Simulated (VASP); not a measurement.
Runs of VASP 6.6.1 on Ag. The structure is that of space group Fm-3m (No. 225), or close to it. The cells are those of the table. 

```csv
task,level,cell,k mesh,cutoff (eV),gap on the mesh (eV),pressure (GPa)
relaxation of cell and atoms,PBEsol,"relaxed from a = 2.892 Å, angles 60.0°, 1 atom",23 × 23 × 23,600,none,0.0
single point,PBEsol,"a = 2.866 Å, angles 60.0°, 1 atom",34 × 34 × 34,520,none,(a)
single point,PBEsol,"a = 2.866 Å, angles 60.0°, 1 atom",23 × 23 × 23,520,none,-0.2
single point,r2SCAN,"a = 2.903 Å, angles 60.0°, 1 atom",23 × 23 × 23,520,none,0.1
single point,PBEsol,"a = 2.892 Å, angles 60.0°, 1 atom",34 × 34 × 34,520,none,-3.2
```

Alike in all rows: potentials or basis VASP PAW PBE potentials, release 64 (Ag); no spin polarisation; smearing methfessel-paxton 0.1 eV.

Task: Estimate the missing entries.

Result: (a) -0.3.

Caveats: the PAW data sets were made with another functional, which shifts forces and pressure a little.

A k mesh can miss the band edges, and the runs leave out spin-orbit coupling on Ag.

A gap of «none» marks levels without a gap at the run's occupations.
